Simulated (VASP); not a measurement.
Crystal: Li.

```xyz
2
Lattice="1.9362 -1.1179 3.4206 0.0000 2.2357 3.4206 -1.9362 -1.1179 3.4206" Properties=species:S:1:pos:R:3 pbc="T T T"
Li    0.0000    0.0000    2.3807
Li    0.0000    0.0000   -2.3807
```

```yaml
Program: VASP 6.6.1
Task: relaxation of cell and atoms
Functional: PBE
Potentials_or_basis: VASP PAW PBE potentials, release 64 (Li_sv)
Cutoff: 600 eV
k_mesh: 13 × 13 × 13
Occupations: fermi-dirac, width 0.08 eV
Spin: no spin polarisation
```

At the start: pressure -0.7 GPa; volume 22.21 Å³/atom.

Q: How do energy, volume and symmetry change on relaxing?

A: Over 35 steps the energy falls by 141.4 meV/atom and the volume is 19.04 Å³/atom (-14.3 %); space group R-3m (No. 166, to 0.1 Å) before and after.

Step by step:
| step | energy change (eV) | largest force (eV/Å) | pressure (GPa) | volume (Å³) |
| --- | --- | --- | --- | --- |
| 1 | 0.0000 | 0.5526 | -0.73 | 44.42 |
| 2 | -0.0311 | 0.4820 | -0.69 | 43.77 |
| 3 | -0.0960 | 0.2444 | -0.41 | 41.87 |
| 4 | -0.0880 | 0.2718 | 0.75 | 38.20 |
| 5 | -0.1153 | 0.0202 | 0.02 | 40.15 |
| 6 | -0.1154 | 0.0072 | 0.05 | 40.07 |
| 7 | -0.1157 | 0.0027 | 0.02 | 40.14 |
| 8 | -0.1169 | 0.0113 | -0.04 | 40.34 |
| 9 | -0.1199 | 0.0416 | -0.16 | 40.73 |
| 10 | -0.1282 | 0.1084 | -0.34 | 41.46 |
| 11 | -0.1512 | 0.2519 | -0.63 | 42.68 |
| 12 | -0.1651 | 0.4927 | -1.45 | 44.26 |
| 13 | -0.1655 | 0.3862 | -0.89 | 43.52 |
| 14 | -0.1698 | 0.4478 | -1.12 | 43.93 |
| 15 | -0.1698 | 0.4479 | -1.12 | 43.94 |
| 16 | -0.1699 | 0.4488 | -1.13 | 43.96 |
| 17 | -0.1700 | 0.4503 | -1.15 | 43.99 |
| 18 | -0.1702 | 0.4530 | -1.20 | 44.06 |
| 19 | -0.1701 | 0.4578 | -1.28 | 44.20 |
| 20 | -0.1702 | 0.4547 | -1.22 | 44.11 |
| 21 | -0.1705 | 0.4544 | -1.23 | 44.10 |
| 22 | -0.1711 | 0.4532 | -1.22 | 44.08 |
| 23 | -0.1725 | 0.4507 | -1.21 | 44.04 |
| 24 | -0.1752 | 0.4459 | -1.20 | 43.95 |
| 25 | -0.1804 | 0.4362 | -1.18 | 43.78 |
| 26 | -0.1907 | 0.4163 | -1.15 | 43.44 |
| 27 | -0.2100 | 0.3750 | -1.06 | 42.76 |
| 28 | -0.2427 | 0.2852 | -0.84 | 41.42 |
| 29 | -0.2801 | 0.0824 | -0.18 | 38.76 |
| 30 | -0.2827 | 0.0027 | 0.17 | 37.77 |
| 31 | -0.2827 | 0.0076 | 0.12 | 37.89 |
| 32 | -0.2828 | 0.0055 | 0.05 | 37.98 |
| 33 | -0.2828 | 0.0040 | 0.03 | 38.03 |
| 34 | -0.2828 | 0.0017 | -0.03 | 38.12 |
| 35 | -0.2828 | 0.0025 | 0.01 | 38.08 |

Final structure:
```cif
data_structure
_symmetry_space_group_name_H-M 'P 1'
_symmetry_Int_Tables_number 1
_cell_length_a 4.7480
_cell_length_b 4.7480
_cell_length_c 4.7480
_cell_angle_alpha 38.975
_cell_angle_beta 38.975
_cell_angle_gamma 38.975
_cell_volume 38.08
loop_
_atom_site_label
_atom_site_type_symbol
_atom_site_fract_x
_atom_site_fract_y
_atom_site_fract_z
_atom_site_occupancy
Li1 Li 0.25005 0.25005 0.25005 1
Li2 Li 0.74995 0.74995 0.74995 1
```

Caveat: the cutoff is under 1.25 times the usual one of these potentials, so pressure, stress and relaxed cells hold a basis-set (Pulay) error; a cell axis changed by over 15 % at a fixed basis, so the end point is rough.
